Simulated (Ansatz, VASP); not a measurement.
**One calculation of IrPt2, two programs**

```xyz
3
Lattice="3.0095 0.0000 0.0000 -1.5047 2.6063 0.0000 0.0000 0.0000 5.6672" Properties=species:S:1:pos:R:3 pbc="T T T"
Ir    0.0000    0.0000    2.8336
Pt    0.0000    0.0000    0.9954
Pt    0.0000    0.0000    4.6718
```

Alike in both runs: task relaxation of cell and atoms; functional PBE; k mesh 7 × 7 × 4; occupations gaussian, width 0.2 eV; no spin polarisation.

|  | VASP | Ansatz |
| --- | --- | --- |
| version | VASP 6.6.1 | Ansatz 0.2.0 |
| potentials or method | VASP PAW PBE potentials, release 64 (Ir, Pt), cutoff 500 eV | scalar-relativistic, plane waves, PAW |
| valence electrons in the cell | 29 | 53 |

|  | VASP | Ansatz | Ansatz less VASP |
| --- | --- | --- | --- |
| gap on the k mesh at the Fermi level, each at its own relaxed structure (eV) | none | none | - |
| relaxed volume (Å³/atom) | 16.50 | 16.53 | +0.026 |
| relaxed cell length with the largest relative difference (Å) | 2.670 | 2.671 | +0.0014 |

A gap of «none» marks a metal or a gap that the smearing closes. VASP's potentials hold 29 valence electrons a cell and Ansatz's 53, so a difference there can come from the potentials and not from the codes.

Spin-orbit coupling is off throughout.
